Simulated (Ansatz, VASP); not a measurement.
## Ta2H in VASP and in Ansatz

```
Ta H
1.0
     3.21292    0.00000    0.00000
     0.00000    3.21292    0.00000
     0.00000    0.00000    3.25725
Ta H
2 1
Direct
  0.50000 0.00000 0.73939
  0.00000 0.50000 0.26061
  0.00000 0.00000 0.00000
```

Change from the starting cell: equal strain along all axes, cell held, atoms relaxed: -4.0 %.

Alike in both runs: functional PBEsol; k mesh 12 × 12 × 12; occupations gaussian, width 0.1 eV; no spin polarisation.

Ansatz relaxed the structure, and its values are those at the end. VASP's run is a single point on that final structure, the one shown.

|  | VASP | Ansatz |
| --- | --- | --- |
| version | VASP 6.6.1 | Ansatz 0.2.0 |
| potentials or method | VASP PAW PBE potentials, release 64 (Ta_pv, H), cutoff 520 eV | scalar-relativistic, plane waves, PAW |
| valence electrons in the cell | 23 | 27 |

```csv
,VASP,Ansatz,Ansatz less VASP
gap on the k mesh at the Fermi level (eV),none,none,-
pressure (GPa),33.9,33.5,-0.46
rms of the force components (eV/Å),0.008,0.000,-0.0076
```

VASP's potentials were made for PBE, not for PBEsol. A gap of «none» marks a metal or a gap that the smearing closes. Both programs put the cell under a high pressure, so it lies far from rest at this level. VASP's potentials hold 23 valence electrons a cell and Ansatz's 27, so a difference there can come from the potentials and not from the codes. Ansatz's warnings: stress scf threshold loose.

Neither program's run includes spin-orbit coupling.
